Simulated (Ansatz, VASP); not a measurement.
# Two plane-wave programs on Br

The input INCAR:

```
SYSTEM = Br
PREC     = Accurate       ! precision mode
ENCUT    = 520            ! plane-wave cutoff, eV
EDIFF    = 1E-6           ! SCF threshold, eV
ISMEAR   = 0              ! smearing method
SIGMA    = 0.03           ! smearing width, eV
LREAL    = .FALSE.        ! projectors in reciprocal space
LASPH    = .TRUE.         ! aspherical terms in the spheres
NELM     = 60             ! most SCF steps
ALGO     = Normal         ! electronic algorithm
ISIF     = 2              ! what is computed and relaxed
LWAVE    = .FALSE.        ! write WAVECAR
LCHARG   = .FALSE.        ! write CHGCAR
NBANDS   = 22             ! bands
```

Contents of KPOINTS:

```
regular mesh
0
G
  9 9 4
  0 0 0
```

The input POSCAR:

```
Br
1.0
    3.3280929616     -1.9517224565      0.0000000000
    3.3280929616      1.9517224565      0.0000000000
    0.0000000000      0.0000000000      8.4732333614
Br
4
Direct
    0.8406697304      0.1593302696      0.1209213125
    0.6593302696      0.3406697304      0.6209213125
    0.1593302696      0.8406697304      0.8790786875
    0.3406697304      0.6593302696      0.3790786875
```

Input for Ansatz:

```yaml
crystal:
  lattice:
    - [3.3280929616, -1.9517224565, 0.0]
    - [3.3280929616, 1.9517224565, 0.0]
    - [0.0, 0.0, 8.4732333614]
  atoms:
    - { symbol: Br, position: [0.8406697304, 0.1593302696, 0.1209213125] }
    - { symbol: Br, position: [0.6593302696, 0.3406697304, 0.6209213125] }
    - { symbol: Br, position: [0.1593302696, 0.8406697304, 0.8790786875] }
    - { symbol: Br, position: [0.3406697304, 0.6593302696, 0.3790786875] }
hamiltonian:
  xc: lda
  pseudopotentials:
    kind: paw
    azcp:
      Br: "pseudopotentials/Br.paw.azcp"
basis:
  ecutwfc: 420
  fft_grid_basis: typed
kpoints:
  mp_grid: { grid: [9, 9, 4], shift: [0, 0, 0] }
magnetization:
  spin_polarized: false
scf:
  occupations: { method: gaussian, width: 0.03 }
  lower_state_search: "off"
output:
  stress: true
  write_density: true
  write_potential: true
  elf: true
  volumetric_format: npy
```

Alike in both runs: task single point; functional LDA; k mesh 9 × 9 × 4; occupations gaussian, width 0.03 eV; no spin polarisation.

|  | VASP | Ansatz |
| --- | --- | --- |
| version | VASP 6.6.1 | Ansatz 0.2.0 |
| potentials or method | VASP PAW LDA potentials, release 64 (Br), cutoff 520 eV | plane waves (420 eV) with PAW, scalar-relativistic |
| valence electrons in the cell | 28 | 28 |

|  | VASP | Ansatz | Ansatz less VASP |
| --- | --- | --- | --- |
| gap on the k mesh at the Fermi level (eV) | 1.01 | 1.01 | +0.002 |
| pressure (GPa) | 0.0 | 0.0 | -0.08 |
| traceless stress, the component that is largest in VASP (GPa) | 0.07 | 0.07 | +0.001 |

Ansatz warns that its potentials were made for another functional, while VASP's fit it. LDA's correlation is that of Perdew and Zunger in VASP and of Perdew and Wang (1992) in Ansatz.
